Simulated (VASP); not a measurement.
# Ge (Fd-3m) in VASP: single point with r2SCAN

Aim: the single point of Ge with r2SCAN.

Program: VASP 6.6.1. These are calculated values, not measurements. Logs are shortened: lines on timing, memory, paths and dates and some standing lists are left out, and cuts for length are marked.

**The experiment to reproduce.**

From “Electronic and optical properties of SixGe1-x-ySny alloys lattice-matched to Ge”, 2021, arxiv:2109.02782, for a bulk crystal of Ge at 293 K: band gap 0.666 eV (indirect).

The results are compared with them further down.

### Step 1. The cell of the first run

It takes space group Fd-3m (No. 227, cubic). The conventional cell has a = 5.676 Å, b = 5.676 Å, c = 5.676 Å, α = 90.00°, β = 90.00°, γ = 90.00°. Ge (site symmetry -43m) has 4 Ge at 2.46 Å within 3.2 Å.

### Step 2. Single point, r2SCAN

Contents of POSCAR:

```
Ge
1.0
    0.0000000000      2.8378823607      2.8378823607
    2.8378823607      0.0000000000      2.8378823607
    2.8378823607      2.8378823607      0.0000000000
Ge
2
Direct
    0.0000000000      0.0000000000      0.0000000000
    0.2500000000      0.2500000000      0.2500000000
```

Contents of INCAR.step1:

```
SYSTEM = Ge
ALGO     = Normal         ! electronic algorithm
EDIFF    = 1E-4           ! SCF threshold, eV
ENCUT    = 520            ! plane-wave cutoff, eV
GGA      = PE             ! functional
ISMEAR   = 0              ! smearing method
LASPH    = .TRUE.         ! aspherical terms in the spheres
LCHARG   = .FALSE.        ! write CHGCAR
LREAL    = .FALSE.        ! projectors in reciprocal space
LWAVE    = .TRUE.         ! write WAVECAR
NBANDS   = 21             ! bands
NELM     = 60             ! most SCF steps
PREC     = Accurate       ! precision mode
SIGMA    = 0.1            ! smearing width, eV
```

Contents of INCAR.step2:

```
SYSTEM = Ge
ALGO     = Normal         ! electronic algorithm
EDIFF    = 1E-7           ! SCF threshold, eV
ENCUT    = 520            ! plane-wave cutoff, eV
ISIF     = 2              ! what is computed and relaxed
ISMEAR   = 0              ! smearing method
ISTART   = 1            
LASPH    = .TRUE.         ! aspherical terms in the spheres
LCHARG   = .FALSE.        ! write CHGCAR
LMIXTAU  = .TRUE.       
LREAL    = .FALSE.        ! projectors in reciprocal space
LWAVE    = .FALSE.        ! write WAVECAR
METAGGA  = R2SCAN         ! meta-GGA
NBANDS   = 21             ! bands
NELM     = 60             ! most SCF steps
PREC     = Accurate       ! precision mode
SIGMA    = 0.1            ! smearing width, eV
```

Contents of KPOINTS:

```
k-points
0
G
  14 14 14
  0 0 0
```

Potentials or basis: VASP PAW PBE potentials, release 64 (Ge_d).

The run is started by

```console
$ cat potpaw_PBE.64/Ge_d/POTCAR > POTCAR
$ cp INCAR.step1 INCAR
$ mpirun -np 1 vasp_std > vasp.out
$ cp INCAR.step2 INCAR
$ mpirun -np 1 vasp_std > vasp.out
```

OUTCAR:

```text
SYSTEM = Ge
   EDIFF = 1E-7
   ENCUT = 520
   ISIF = 2
   ISMEAR = 0
   ISTART = 1
   LASPH = .TRUE.
   LREAL = .FALSE.
   METAGGA = R2SCAN
   NELM = 60
   PREC = Accurate

 ion  position               nearest neighbor table
   1  0.000  0.000  0.000-   2 2.46   2 2.46   2 2.46   2 2.46
   2  0.250  0.250  0.250-   1 2.46   1 2.46   1 2.46   1 2.46

  LATTYP: Found a face centered cubic cell.
 ALAT       =     5.6757647214

  Lattice vectors:

 A1 = (   0.0000000000,   2.8378823607,   2.8378823607)
 A2 = (   2.8378823607,   0.0000000000,   2.8378823607)
 A3 = (   2.8378823607,   2.8378823607,   0.0000000000)

Analysis of symmetry for initial positions (statically):
=====================================================================
 Subroutine PRICEL returns:
 Original cell was already a primitive cell.

 Routine SETGRP: Setting up the symmetry group for a
 face centered cubic supercell.

 Subroutine GETGRP returns: Found 48 space group operations
 (whereof 24 operations were pure point group operations)
 out of a pool of 48 trial point group operations.

The static configuration has the point symmetry T_d .
 The point group associated with its full space group is O_h .

Analysis of symmetry for dynamics (positions and initial velocities):
=====================================================================
 Subroutine PRICEL returns:
 Original cell was already a primitive cell.

 Routine SETGRP: Setting up the symmetry group for a
 face centered cubic supercell.

 Subroutine GETGRP returns: Found 48 space group operations
 (whereof 24 operations were pure point group operations)
 out of a pool of 48 trial point group operations.

The dynamic configuration has the point symmetry T_d .
 The point group associated with its full space group is O_h .

 Subroutine INISYM returns: Found 48 space group operations
 (whereof 24 operations are pure point group operations),
 and found     1 'primitive' translations

----------------------------------------------------------------------------------------

                                     Primitive cell

  volume of cell :      45.7102

  direct lattice vectors                    reciprocal lattice vectors
     0.000000000  2.837882361  2.837882361    -0.176187712  0.176187712  0.176187712
     2.837882361  0.000000000  2.837882361     0.176187712 -0.176187712  0.176187712
     2.837882361  2.837882361  0.000000000     0.176187712  0.176187712 -0.176187712

  length of vectors
     4.013371723  4.013371723  4.013371723     0.305166069  0.305166069  0.305166069

  position of ions in fractional coordinates (direct lattice)
     0.000000000  0.000000000  0.000000000
     0.250000000  0.250000000  0.250000000

  ion indices of the primitive-cell ions
   primitive index   ion index
                 1           1
                 2           2

----------------------------------------------------------------------------------------

 KPOINTS: k-points

Automatic generation of k-mesh.
 Grid dimensions read from file:
 generate k-points for:   14   14   14

 Generating k-lattice:

  Cartesian coordinates                     Fractional coordinates (reciprocal lattice)
    -0.012584837  0.012584837  0.012584837     0.071428571  0.000000000  0.000000000
     0.012584837 -0.012584837  0.012584837     0.000000000  0.071428571  0.000000000
     0.012584837  0.012584837 -0.012584837     0.000000000  0.000000000  0.071428571

  Length of vectors
     0.021797576  0.021797576  0.021797576

  Shift w.r.t. Gamma in fractional coordinates (k-lattice)
     0.000000000  0.000000000  0.000000000

 Subroutine IBZKPT returns following result:
 ===========================================

 Found    104 irreducible k-points:

 Following reciprocal coordinates:
            Coordinates               Weight
  0.000000  0.000000  0.000000      1.000000
  0.071429  0.000000  0.000000      8.000000
  0.142857  0.000000  0.000000      8.000000
  0.214286  0.000000  0.000000      8.000000
  0.285714  0.000000  0.000000      8.000000
  0.357143  0.000000  0.000000      8.000000
[... 16 lines left out ...]
  0.214286  0.142857  0.000000     24.000000
  0.285714  0.142857  0.000000     24.000000
 [... further k-points ...]
   k-points           NKPTS =    104   k-points in BZ     NKDIM =    104   number of bands    NBANDS=     21
   number of dos      NEDOS =    301   number of ions     NIONS =      2
   total plane-waves  NPLWV =  27000
   dimension x,y,z NGX =    30 NGY =   30 NGZ =   30
   dimension x,y,z NGXF=    60 NGYF=   60 NGZF=   60
   ions per type =               2
   NGX,Y,Z   is equivalent  to a cutoff of  12.43, 12.43, 12.43 a.u.
   NGXF,Y,Z  is equivalent  to a cutoff of  24.85, 24.85, 24.85 a.u.
 SYSTEM =  Ge
   PREC   = accura    normal or accurate (medium, high low for compatibility)
   ISTART =      1    job   : 0-new  1-cont  2-samecut
   ICHARG =      0    charge: 1-file 2-atom 10-const
   ISPIN  =      1    spin polarized calculation?
   LNONCOLLINEAR =      F non collinear calculations
   LSORBIT =      F    spin-orbit coupling
   LASPH  =      T    aspherical Exc in radial PAW
   ENCUT  =  520.0 eV  38.22 Ry    6.18 a.u.   7.46  7.46  7.46*2*pi/ulx,y,z
   NELM   =     60;   NELMIN=  2; NELMDL=  0     # of ELM steps
   EDIFF  = 0.1E-06   stopping-criterion for ELM
   LREAL  =      F    real-space projection
   EDIFFG = 0.1E-05   stopping-criterion for IOM
   NSW    =      0    number of steps for IOM
   IBRION =     -1    ionic relax: 0-MD 1-quasi-New 2-CG
   NFREE  =      0    steps in history (QN), initial steepest desc. (CG)
   ISIF   =      2    stress and relaxation
   ISYM   =      2    0-nonsym 1-usesym 2-fastsym
   POTIM  = 0.5000    time-step for ionic-motion
   TEBEG  =    0.0;   TEEND  =   0.0 temperature during run
   PSTRESS=    0.0 pullay stress
   NELECT =      28.0000    total number of electrons
   NUPDOWN=      -1.0000    fix difference up-down
   EMIN   =  10.00;   EMAX   =-10.00  energy-range for DOS
   EFERMI =   0.00;   METHOD = LEGACY
   ISMEAR =     0;   SIGMA  =   0.10  broadening in eV -4-tet -1-fermi 0-gaus
   EFERMI_NEDOS =   21; number of points for ismear=-14 and -15
   IALGO  =     38    algorithm
   IMIX   =      4    mixing-type and parameters
     AMIX     =   0.40;   BMIX     =  1.00
     AMIX_MAG =   1.60;   BMIX_MAG =  1.00
  volume/ion in A,a.u.               =      22.86       154.23
  Fermi-wavevector in a.u.,A,eV,Ry     =   1.390347  2.627374 26.300933  1.933064
  Thomas-Fermi vector in A             =   2.514291
   LORBIT       =      0    0 simple, 1 ext, 2 COOP (PROOUT), +10 PAW based schemes
   METAGGA = R2SCAN    functional components
   LHFCALC =     F    Hartree Fock is set to
   AEXX    =    0.0000 exact exchange contribution
   IVDW    =     0    specifies the selected vdW correction
   LEPSILON=     F    determine dielectric tensor
   LRPA    =     F    only Hartree local field effects (RPA)
 non-spin polarized calculation
 Gauss-broadening in eV      SIGMA  =   0.10
  energy-cutoff  :      520.00
  volume of cell :       45.71
 maximum number of plane-waves:      1248
 NGX is ok and might be reduce to    30
   NGX = 15   NGY = 15   NGZ = 15

 number of electron      28.0000014 magnetization

 Free energy of the ion-electron system (eV)
  ---------------------------------------------------
  ext. energy  EPLUGINS =         0.00000000
  ---------------------------------------------------
  free energy    TOTEN  =       -27.74501365 eV

  energy without entropy =      -27.74500716  energy(sigma->0) =      -27.74501041

 E-fermi :   4.8782     XC(G=0): -10.7702

 val. band max:        4.7076057972   @ k =   0.0000   0.0000   0.0000
 cond. band min:       5.0198228402   @ k =   0.0000   0.0000   0.0000
 fundamental gap:      0.3122170430
 Fermi energy:         4.8781518537

 k-point     1 :       0.0000    0.0000    0.0000
  band No.  band energies     occupation
      1     -20.7736      2.00000
      2     -20.7736      2.00000
      3     -20.7736      2.00000
      4     -20.7350      2.00000
      5     -20.7350      2.00000
      6     -20.5226      2.00000
[... 13 lines left out ...]
     20      14.6195      0.00000
     21      14.6195      0.00000

 k-point     2 :       0.0714    0.0000    0.0000
  band No.  band energies     occupation
      1     -20.7769      2.00000
      2     -20.7769      2.00000
      3     -20.7728      2.00000
      4     -20.7305      2.00000
      5     -20.7305      2.00000
      6     -20.5268      2.00000
[... 13 lines left out ...]
     20      14.1830      0.00000
     21      14.1830      0.00000

 k-point     3 :       0.1429    0.0000    0.0000
  band No.  band energies     occupation
      1     -20.7835      2.00000
      2     -20.7834      2.00000
      3     -20.7704      2.00000
      4     -20.7207      2.00000
      5     -20.7207      2.00000
      6     -20.5348      2.00000
[... 13 lines left out ...]
     20      13.6360      0.00000
     21      13.6360      0.00000

 k-point     4 :       0.2143    0.0000    0.0000
  band No.  band energies     occupation
      1     -20.7896      2.00000
      2     -20.7896      2.00000
      3     -20.7669      2.00000
      4     -20.7103      2.00000
      5     -20.7103      2.00000
      6     -20.5424      2.00000
[... 13 lines left out ...]
     20      13.4279      0.00000
     21      13.4279      0.00000

 k-point     5 :       0.2857    0.0000    0.0000
  band No.  band energies     occupation
      1     -20.7940      2.00000
      2     -20.7940      2.00000
      3     -20.7629      2.00000
      4     -20.7017      2.00000
      5     -20.7017      2.00000
      6     -20.5481      2.00000
[... 13 lines left out ...]
     20      13.7074      0.00000
     21      13.7074      0.00000
[... 382 lines left out ...]
     20      13.4613      0.00000
     21      14.0474      0.00000

 k-point    22 :       0.1429    0.1429    0.0000
  band No.  band energies     occupation
      1     -20.7820      2.00000
      2     -20.7810      2.00000
      3     -20.7810      2.00000
      4     -20.7229      2.00000
      5     -20.7051      2.00000
      6     -20.5631      2.00000
[... 13 lines left out ...]
     20      13.2626      0.00000
     21      14.9827      0.00000

 k-point    23 :       0.2143    0.1429    0.0000
  band No.  band energies     occupation
      1     -20.7904      2.00000
      2     -20.7853      2.00000
      3     -20.7760      2.00000
      4     -20.7151      2.00000
      5     -20.6928      2.00000
      6     -20.5764      2.00000
[... 13 lines left out ...]
     20      14.0376      0.00000
     21      14.9314      0.00000

 k-point    24 :       0.2857    0.1429    0.0000
  band No.  band energies     occupation
      1     -20.7988      2.00000
      2     -20.7903      2.00000
      3     -20.7678      2.00000
      4     -20.7056      2.00000
      5     -20.6818      2.00000
      6     -20.5865      2.00000
[... 13 lines left out ...]
     20      14.6346      0.00000
     21      14.9968      0.00000

 [... further k-points ...]

------------------------ aborting loop because EDIFF is reached ----------------------------------------

  FORCE on cell =-STRESS in cart. coord.  units (eV):
  Direction    XX          YY          ZZ          XY          YZ          ZX
  --------------------------------------------------------------------------------------
  -------------------------------------------------------------------------------------
  Total        0.0070882      0.0070882      0.0070882      0.0000000     -0.0000000      0.0000000
  in kB        0.2484476      0.2484476      0.2484476      0.0000000     -0.0000000      0.0000000
  external PRESSURE =       0.2484476 kB  Pullay stress =       0.0000000 kB

 VOLUME and BASIS-vectors are now :
 -----------------------------------------------------------------------------
  energy-cutoff  :      520.00
  volume of cell :       45.71
      direct lattice vectors                 reciprocal lattice vectors
     0.000000000  2.837882361  2.837882361    -0.176187712  0.176187712  0.176187712
     2.837882361  0.000000000  2.837882361     0.176187712 -0.176187712  0.176187712
     2.837882361  2.837882361  0.000000000     0.176187712  0.176187712 -0.176187712

 POSITION                                       TOTAL-FORCE (eV/Angst)
 -----------------------------------------------------------------------------------
      0.00000      0.00000      0.00000         0.000000      0.000000      0.000000
      1.41894      1.41894      1.41894        -0.000000     -0.000000     -0.000000
 -----------------------------------------------------------------------------------
    total drift:                                0.000000      0.000000      0.000000

  FREE ENERGIE OF THE ION-ELECTRON SYSTEM (eV)
  ---------------------------------------------------
  free  energy   TOTEN  =       -27.7450136529 eV

  energy  without entropy=      -27.7450071598  energy(sigma->0) =      -27.74501041
```

Wall time 6.2 min (1 thread of Intel Xeon Platinum 8259CL at 2.50GHz (Skylake/Cascade Lake), shared host); peak memory 0.22 GiB.

What came out:

```
Free energy            : -27.7450 eV
Pressure               : 0.0 GPa
Band gap on the k mesh : 0.31 eV
```

Levels at points of the mesh, in eV from the valence-band top:
```csv
k point,band 10,band 11,band 12,band 13,band 14,band 15,band 16,band 17,band 18,band 19
"(0.00, 0.00, 0.00)",-25.21,-13.23,0.00,0.00,0.00,0.31,2.71,2.71,2.71,7.04
"(0.50, 0.00, 0.00)",-25.19,-11.06,-7.82,-1.47,-1.47,0.41,3.99,3.99,7.65,11.14
"(0.50, 0.50, 0.00)",-25.17,-9.18,-9.18,-3.19,-3.19,0.98,0.98,10.02,10.02,12.25
```

Caveat: the PAW data sets were made with another functional, which shifts forces and pressure a little.

### Step 3. How close it comes

Step 2. A measured gap of Ge is 0.666 eV (indirect; 293 K; “Electronic and optical properties of SixGe1-x-ySny alloys lattice-matched to Ge”, 2021, arxiv:2109.02782); the calculated 0.31 eV misses it by -0.35 eV. 3 values of this kind are on record (0.666 to 0.807 eV); this one was drawn at random among those near their median. Spin-orbit coupling on Ge is left out. The value is that of r2SCAN on a finite k mesh, which can miss the band edges, without temperature or zero-point motion.
